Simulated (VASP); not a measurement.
A run of VASP 6.6.1 is set up as follows.

File INCAR:

```
SYSTEM = Cd
PREC = Accurate
ENCUT = 500
EDIFF = 1E-6
ISMEAR = 0
SIGMA = 0.1
LREAL = .False.
LASPH = .True.
NELM = 120
ALGO = Normal
ISIF = 2
LWAVE = .False.
LCHARG = .True.
GGA = PE
LELF = .True.
LVHAR = .True.
NBANDS = 12
GGA_COMPAT = .False.
```

File KPOINTS:

```
Automatic mesh
0
Gamma
  10 10 10
  0 0 0
```

POSCAR

```
Cd
1.0
    0.0000000000      2.2181497500      2.2181497500
    2.2181497500      0.0000000000      2.2181497500
    2.2181497500      2.2181497500      0.0000000000
Cd
1
Direct
    0.0000000000      0.0000000000      0.0000000000
```

Potentials or basis: VASP PAW PBE potentials, release 64 (Cd).

The run is started by

```sh
$ cat potpaw_PBE.64/Cd/POTCAR > POTCAR
$ mpirun -np 1 vasp_std > vasp.out
```

Task: What does it give for the band gap on the k mesh?

Result: Zero (band 6 reaches 3.98 eV, above the bottom of band 7 at 1.52 eV).

Task: Predict the pressure.

Result: 2.6 GPa.
